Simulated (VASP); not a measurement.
# B (P6/mmm) in VASP: further runs

The runs below take B through single point, with PBE.

Program: VASP 6.6.1. These are calculated values, not measurements. Logs are shortened: lines on timing, memory, paths and dates and some standing lists are left out, and cuts for length are marked.

## (1) The cell of the first run

Symmetry: P6/mmm, No. 191, hexagonal system. The conventional cell has a = 1.678 Å, b = 1.678 Å, c = 3.473 Å, α = 90.00°, β = 90.00°, γ = 120.00°. B (site symmetry 6/mmm) has 6 B at 1.68 Å within 2.2 Å.

## (2) Single point, PBE (strained)

Input file INCAR:

```
  ALGO = Normal
  EDIFF = 1E-6
  ENCUT = 520
  GGA = PE
  ISIF = 2
  ISMEAR = 0
  LASPH = T
  LCHARG = F
  LREAL = F
  LWAVE = F
  NBANDS = 8
  NELM = 80
  PREC = Accurate
  SIGMA = 0.1
```

Input file KPOINTS:

```
k-points
0
Gamma
  24 24 10
```

Input file POSCAR:

```
B
1.0
    1.6775780456      0.0000000000      0.0000000000
   -0.8387890228      1.4528252043      0.0000000000
    0.0000000000      0.0000000000      3.4732829909
B
1
Direct
    0.0000000000      0.0000000000      0.0000000000
```

Potentials or basis: VASP PAW PBE potentials, release 64 (B).

Launch:

```console
$ cat potpaw_PBE.64/B/POTCAR > POTCAR
$ mpirun -np 1 vasp_std > vasp.out
```

OUTCAR:

```text
EDIFF = 1E-6
   ENCUT = 520
   GGA = PE
   ISIF = 2
   ISMEAR = 0
   LASPH = T
   LREAL = F
   NELM = 80
   PREC = Accurate

 ion  position               nearest neighbor table
   1  0.000  0.000  0.000-

  LATTYP: Found a hexagonal cell.
 ALAT       =     1.6775780456
 C/A-ratio  =     2.0704151440

  Lattice vectors:

 A1 = (   1.6775780456,   0.0000000000,   0.0000000000)
 A2 = (  -0.8387890228,   1.4528252043,   0.0000000000)
 A3 = (   0.0000000000,   0.0000000000,   3.4732829909)

Analysis of symmetry for initial positions (statically):
=====================================================================
 Subroutine PRICEL returns:
 Original cell was already a primitive cell.

 Routine SETGRP: Setting up the symmetry group for a
 hexagonal supercell.

 Subroutine GETGRP returns: Found 24 space group operations
 (whereof 24 operations were pure point group operations)
 out of a pool of 24 trial point group operations.

The static configuration has the point symmetry D_6h.

Analysis of symmetry for dynamics (positions and initial velocities):
=====================================================================
 Subroutine PRICEL returns:
 Original cell was already a primitive cell.

 Routine SETGRP: Setting up the symmetry group for a
 hexagonal supercell.

 Subroutine GETGRP returns: Found 24 space group operations
 (whereof 24 operations were pure point group operations)
 out of a pool of 24 trial point group operations.

The dynamic configuration has the point symmetry D_6h.

 Subroutine INISYM returns: Found 24 space group operations
 (whereof 24 operations are pure point group operations),
 and found     1 'primitive' translations

----------------------------------------------------------------------------------------

                                     Primitive cell

  volume of cell :       8.4652

  direct lattice vectors                    reciprocal lattice vectors
     1.677578046  0.000000000  0.000000000     0.596097453  0.344157025  0.000000000
    -0.838789023  1.452825204  0.000000000     0.000000000  0.688314050  0.000000000
     0.000000000  0.000000000  3.473282991     0.000000000  0.000000000  0.287912042

  length of vectors
     1.677578046  1.677578046  3.473282991     0.688314050  0.688314050  0.287912042

  position of ions in fractional coordinates (direct lattice)
     0.000000000  0.000000000  0.000000000

  ion indices of the primitive-cell ions
   primitive index   ion index
                 1           1

----------------------------------------------------------------------------------------

 KPOINTS: k-points

Automatic generation of k-mesh.
 Grid dimensions read from file:
 generate k-points for:   24   24   10

 Generating k-lattice:

  Cartesian coordinates                     Fractional coordinates (reciprocal lattice)
     0.024837394  0.014339876  0.000000000     0.041666667  0.000000000  0.000000000
     0.000000000  0.028679752  0.000000000     0.000000000  0.041666667  0.000000000
     0.000000000  0.000000000  0.028791204     0.000000000  0.000000000  0.100000000

  Length of vectors
     0.028679752  0.028679752  0.028791204

  Shift w.r.t. Gamma in fractional coordinates (k-lattice)
     0.000000000  0.000000000  0.000000000

 Subroutine IBZKPT returns following result:
 ===========================================

 Found    366 irreducible k-points:

 Following reciprocal coordinates:
            Coordinates               Weight
  0.000000  0.000000  0.000000      1.000000
  0.041667  0.000000  0.000000      6.000000
  0.083333  0.000000  0.000000      6.000000
  0.125000  0.000000  0.000000      6.000000
  0.166667  0.000000  0.000000      6.000000
  0.208333  0.000000  0.000000      6.000000
[... 16 lines left out ...]
  0.416667  0.041667  0.000000     12.000000
  0.458333  0.041667  0.000000     12.000000
 [... further k-points ...]
   k-points           NKPTS =    366   k-points in BZ     NKDIM =    366   number of bands    NBANDS=      8
   number of dos      NEDOS =    301   number of ions     NIONS =      1
   total plane-waves  NPLWV =   4032
   dimension x,y,z NGX =    12 NGY =   12 NGZ =   28
   dimension x,y,z NGXF=    24 NGYF=   24 NGZF=   56
   ions per type =               1
   NGX,Y,Z   is equivalent  to a cutoff of  11.89, 11.89, 13.40 a.u.
   NGXF,Y,Z  is equivalent  to a cutoff of  23.78, 23.78, 26.80 a.u.
 SYSTEM =  unknown system
   PREC   = accura    normal or accurate (medium, high low for compatibility)
   ISTART =      0    job   : 0-new  1-cont  2-samecut
   ICHARG =      2    charge: 1-file 2-atom 10-const
   ISPIN  =      1    spin polarized calculation?
   LNONCOLLINEAR =      F non collinear calculations
   LSORBIT =      F    spin-orbit coupling
   LASPH  =      T    aspherical Exc in radial PAW
   ENCUT  =  520.0 eV  38.22 Ry    6.18 a.u.   3.12  3.12  6.46*2*pi/ulx,y,z
   NELM   =     80;   NELMIN=  2; NELMDL= -5     # of ELM steps
   EDIFF  = 0.1E-05   stopping-criterion for ELM
   LREAL  =      F    real-space projection
   EDIFFG = 0.1E-04   stopping-criterion for IOM
   NSW    =      0    number of steps for IOM
   IBRION =     -1    ionic relax: 0-MD 1-quasi-New 2-CG
   NFREE  =      0    steps in history (QN), initial steepest desc. (CG)
   ISIF   =      2    stress and relaxation
   ISYM   =      2    0-nonsym 1-usesym 2-fastsym
   POTIM  = 0.5000    time-step for ionic-motion
   TEBEG  =    0.0;   TEEND  =   0.0 temperature during run
   PSTRESS=    0.0 pullay stress
   NELECT =       3.0000    total number of electrons
   NUPDOWN=      -1.0000    fix difference up-down
   EMIN   =  10.00;   EMAX   =-10.00  energy-range for DOS
   EFERMI =   0.00;   METHOD = LEGACY
   ISMEAR =     0;   SIGMA  =   0.10  broadening in eV -4-tet -1-fermi 0-gaus
   EFERMI_NEDOS =   21; number of points for ismear=-14 and -15
   IALGO  =     38    algorithm
   IMIX   =      4    mixing-type and parameters
     AMIX     =   0.40;   BMIX     =  1.00
     AMIX_MAG =   1.60;   BMIX_MAG =  1.00
  volume/ion in A,a.u.               =       8.47        57.13
  Fermi-wavevector in a.u.,A,eV,Ry     =   1.158519  2.189283 18.261281  1.342166
  Thomas-Fermi vector in A             =   2.295120
   LORBIT       =      0    0 simple, 1 ext, 2 COOP (PROOUT), +10 PAW based schemes
   GGA     = PE    functional components
   LHFCALC =     F    Hartree Fock is set to
   AEXX    =    0.0000 exact exchange contribution
   IVDW    =     0    specifies the selected vdW correction
   LEPSILON=     F    determine dielectric tensor
   LRPA    =     F    only Hartree local field effects (RPA)
 non-spin polarized calculation
 Gauss-broadening in eV      SIGMA  =   0.10
  energy-cutoff  :      520.00
  volume of cell :        8.47
 maximum number of plane-waves:       243
   NGX =  7   NGY =  7   NGZ = 13

 number of electron       3.0000000 magnetization

 Free energy of the ion-electron system (eV)
  ---------------------------------------------------
  ext. energy  EPLUGINS =         0.00000000
  ---------------------------------------------------
  free energy    TOTEN  =        -5.96677652 eV

  energy without entropy =       -5.96543537  energy(sigma->0) =       -5.96610595

 E-fermi :   5.9510     XC(G=0): -10.4776

 val. band max:        5.9231421949   @ k =   0.2917   0.0833   0.2000
 cond. band min:       5.9533958390   @ k =   0.3333   0.0417   0.3000
 fundamental gap:      0.0302536442
 Fermi energy:         5.9509630528

 k-point     1 :       0.0000    0.0000    0.0000
  band No.  band energies     occupation
      1     -11.6736      2.00000
      2      -0.8755      2.00000
      3       8.4449      0.00000
      4      31.9494      0.00000
      5      31.9494      0.00000
      6      34.7532      0.00000
      7      40.9972      0.00000
      8      53.4591      0.00000

 k-point     2 :       0.0417    0.0000    0.0000
  band No.  band energies     occupation
      1     -11.5912      2.00000
      2      -0.7579      2.00000
      3       8.5441      0.00000
      4      31.5063      0.00000
      5      31.6722      0.00000
      6      34.8358      0.00000
      7      41.2554      0.00000
      8      51.2869      0.00000

 k-point     3 :       0.0833    0.0000    0.0000
  band No.  band energies     occupation
      1     -11.3447      2.00000
      2      -0.4047      2.00000
      3       8.8408      0.00000
      4      30.2545      0.00000
      5      30.9168      0.00000
      6      35.0740      0.00000
      7      41.8731      0.00000
      8      48.6195      0.00000

 k-point     4 :       0.1250    0.0000    0.0000
  band No.  band energies     occupation
      1     -10.9352      2.00000
      2       0.1827      2.00000
      3       9.3307      0.00000
      4      28.3549      0.00000
      5      29.8531      0.00000
      6      35.4316      0.00000
      7      42.4008      0.00000
      8      47.0166      0.00000

 k-point     5 :       0.1667    0.0000    0.0000
  band No.  band energies     occupation
      1     -10.3655      2.00000
      2       1.0022      2.00000
      3      10.0030      0.00000
      4      25.9972      0.00000
      5      28.6501      0.00000
      6      35.8141      0.00000
      7      42.3054      0.00000
      8      46.9606      0.00000
[... 177 lines left out ...]
 k-point    22 :       0.3750    0.0417    0.0000
  band No.  band energies     occupation
      1      -4.8438      2.00000
      2       9.3244      0.00000
      3       9.9147      0.00000
      4      19.4710      0.00000
      5      23.2455      0.00000
      6      25.7582      0.00000
      7      33.1993      0.00000
      8      42.1764      0.00000

 k-point    23 :       0.4167    0.0417    0.0000
  band No.  band energies     occupation
      1      -3.8114      2.00000
      2       8.3643      0.00000
      3      11.1461      0.00000
      4      21.1679      0.00000
      5      23.0777      0.00000
      6      23.1309      0.00000
      7      30.0773      0.00000
      8      42.3082      0.00000

 k-point    24 :       0.4583    0.0417    0.0000
  band No.  band energies     occupation
      1      -3.1599      2.00000
      2       7.4219      0.00000
      3      12.4724      0.00000
      4      21.3909      0.00000
      5      22.0440      0.00000
      6      24.0425      0.00000
      7      27.4660      0.00000
      8      42.3852      0.00000

 [... further k-points ...]

------------------------ aborting loop because EDIFF is reached ----------------------------------------

  FORCE on cell =-STRESS in cart. coord.  units (eV):
  Direction    XX          YY          ZZ          XY          YZ          ZX
  --------------------------------------------------------------------------------------
  -------------------------------------------------------------------------------------
  Total        0.9944491      0.9944491      0.1279786     -0.0000000     -0.0000000      0.0000000
  in kB      188.2161468    188.2161468     24.2220946     -0.0000000     -0.0000000      0.0000000
  external PRESSURE =     133.5514627 kB  Pullay stress =       0.0000000 kB

 VOLUME and BASIS-vectors are now :
 -----------------------------------------------------------------------------
  energy-cutoff  :      520.00
  volume of cell :        8.47
      direct lattice vectors                 reciprocal lattice vectors
     1.677578046  0.000000000  0.000000000     0.596097453  0.344157025  0.000000000
    -0.838789023  1.452825204  0.000000000     0.000000000  0.688314050  0.000000000
     0.000000000  0.000000000  3.473282991     0.000000000  0.000000000  0.287912042

 POSITION                                       TOTAL-FORCE (eV/Angst)
 -----------------------------------------------------------------------------------
      0.00000      0.00000      0.00000         0.000000      0.000000      0.000000
 -----------------------------------------------------------------------------------
    total drift:                               -0.000000      0.000000     -0.000000

  FREE ENERGIE OF THE ION-ELECTRON SYSTEM (eV)
  ---------------------------------------------------
  free  energy   TOTEN  =        -5.9667765209 eV

  energy  without entropy=       -5.9654353715  energy(sigma->0) =       -5.96610595
```

Run time: 12 s. Hardware: 1 thread of AMD EPYC 7R13 (Zen 3), shared host; peak memory 0.09 GiB.

What came out:

```
Free energy : -5.9668 eV
Pressure    : 13.4 GPa
```

Stress tensor (GPa, compression positive):
```
18.82  0.00  0.00
 0.00 18.82  0.00
 0.00  0.00  2.42
```

Caveat: the cell differs from its parent crystal (strained).

## (3) Single point, PBE (strained)

Input file INCAR:

```
PREC = Accurate ; ENCUT = 520
EDIFF = 1E-6 ; ISMEAR = 0
SIGMA = 0.1 ; LREAL = False
LASPH = True ; NELM = 80
ALGO = Normal ; ISIF = 2
LWAVE = False ; LCHARG = False
GGA = PE ; NBANDS = 8
```

Input file KPOINTS:

```
regular mesh
0
Gamma
  27 27 12
```

Input file POSCAR:

```
B
1.0
    1.7539321915      0.0000000000      0.0000000000
   -0.8769660957      1.5189498343      0.0000000000
    0.0000000000      0.0000000000      3.7999257340
B
1
Direct
    0.0000000000      0.0000000000      0.0000000000
```

Potentials or basis: VASP PAW PBE potentials, release 64 (B).

Launch:

```console
$ cat potpaw_PBE.64/B/POTCAR > POTCAR
$ mpirun -np 1 vasp_std > vasp.out
```

Run time: 23 s. Hardware: 1 thread of AMD EPYC 7R13 (Zen 3), shared host; peak memory 0.11 GiB.

Results (log left out):

- Free energy: -5.9733 eV
- Pressure: -11.5 GPa

Stress tensor (GPa, compression positive):
```
-17.43   0.00   0.00
  0.00 -17.43   0.00
  0.00   0.00   0.45
```

Levels at points of the mesh, in eV from the Fermi level:
```csv
k point,band 1,band 2,band 3,band 4,band 5,band 6,band 7
"(0.00, 0.00, 0.00)",-16.56,-6.36,2.45,22.91,22.91,23.81,29.47
"(0.00, 0.00, 0.50)",-16.32,-7.93,8.42,12.69,22.92,22.92,42.08
```

Caveat: the cell differs from its parent crystal (strained).
